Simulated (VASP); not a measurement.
Runs of VASP 6.6.1 on Zr3S2. The structure is that of space group R32 (No. 155), or close to it. The cells are those of the table. 

| level | potentials or basis | cell | k mesh | smearing | gap on the mesh (eV) | pressure (GPa) | largest force (eV/Å) |
| --- | --- | --- | --- | --- | --- | --- | --- |
| PBEsol | VASP PAW PBE potentials, release 64 (Zr_sv, S) | a = 4.769 Å, angles 73.8°, 5 atoms | 6 × 6 × 6 | fermi-dirac 0.05 eV | none | 0.1 | 0.01 |
| r2SCAN | VASP PAW PBE potentials, release 64 (Zr_sv, S) | a = 4.837 Å, angles 73.7°, 5 atoms | 6 × 6 × 6 | fermi-dirac 0.05 eV | none | -0.8 | 0.08 |
| PBEsol | VASP PAW PBE potentials, release 64 (Zr_sv, S) | a = 4.746 Å, angles 73.7°, 5 atoms | 6 × 6 × 6 | fermi-dirac 0.05 eV | none | 2.2 | 0.01 |
| PBEsol | VASP PAW PBE potentials, release 64 (Zr_sv, S) | a = 4.814 Å, angles 73.3°, 5 atoms | 5 × 5 × 5 | fermi-dirac 0.05 eV | none | -2.7 | 0.08 |
| PBEsol | VASP PAW PBE potentials, release 64 (Zr_sv, S) | a = 4.931 Å, angles 75.5°, 5 atoms | 5 × 5 × 5 | fermi-dirac 0.05 eV | none | (c) | 0.33 |
| PBE | VASP PAW PBE potentials, release 64 (Zr_sv, S) | a = 4.837 Å, angles 73.7°, 5 atoms | 6 × 6 × 6 | fermi-dirac 0.05 eV | none | -0.9 | (a) |
| PBEsol | VASP PAW PBE potentials, release 64 (Zr_sv, S) | a = 4.589 Å, angles 73.1°, 5 atoms | 6 × 6 × 6 | fermi-dirac 0.05 eV | none | 20.2 | 0.01 |
| PBEsol | VASP PAW PBE potentials, release 64 (Zr_sv, S) | a = 4.860 Å, angles 74.2°, 5 atoms | 5 × 5 × 5 | fermi-dirac 0.05 eV | none | -7.0 | 0.19 |
| PBE | VASP PAW PBE potentials, release 64 (Zr_sv, S) | a = 4.837 Å, angles 73.7°, 5 atoms | 5 × 5 × 5 | gaussian 0.1 eV | none | -0.9 | 0.07 |
| LDA | VASP PAW LDA potentials, release 64 (Zr_sv, S) | a = 4.837 Å, angles 73.7°, 5 atoms | 6 × 6 × 6 | fermi-dirac 0.05 eV | none | (d) | (b) |
| PBEsol | VASP PAW PBE potentials, release 64 (Zr_sv, S) | a = 4.837 Å, angles 73.7°, 5 atoms | 6 × 6 × 6 | fermi-dirac 0.05 eV | none | -5.0 | 0.13 |

Alike in all rows: task single point; no spin polarisation; cutoff (eV) 520.

Fill in the values left out.

(a) 0.05; (b) 0.16; (c) -12.0; (d) -7.4.

Caveats: the PAW data sets were made with another functional, which shifts forces and pressure a little (some runs).

A k mesh can miss the band edges, and the runs leave out spin-orbit coupling on Zr.

A gap of «none» marks levels without a gap at the run's occupations.
